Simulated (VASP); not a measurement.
Zr4Si3B, 16 atoms in the cell. The cell holds a disordered packing, 16 atoms: a = 6.617 Å, b = 6.592 Å, c = 6.613 Å, α = 91.69°, β = 94.88°, γ = 88.05°. 

```yaml
Program: VASP 6.6.1
Task: single point
Functional: PBE
Potentials_or_basis: VASP PAW PBE potentials, release 64 (Zr_sv, Si, B)
Cutoff: 520 eV
k_mesh: 1 × 1 × 1, shifted
Occupations: fermi-dirac, width 0.0991 eV
Spin: no spin polarisation
Dipole_correction: no
Further_INCAR_settings: LREAL = Auto; ALGO = Normal; EDIFF = 1e-06; NBANDS = 77; ISYM = 0
```

Potentials or basis: VASP PAW PBE potentials, release 64 (Zr_sv, Si, B).

Run with:

```sh
$ cat potpaw_PBE.64/Zr_sv/POTCAR potpaw_PBE.64/Si/POTCAR potpaw_PBE.64/B/POTCAR > POTCAR
$ mpirun -np 1 vasp_std > vasp.out
```

Hardware: 1 thread of AMD EPYC 7R43 64-Core Processor (Zen 3) (shared host).

Task: Estimate the wall time of this run.

Result: It took 79 s on 1 thread of AMD EPYC 7R43 64-Core Processor (Zen 3) (shared host), peak memory 0.3 GiB. Counts: scf iterations 17, k points 1.
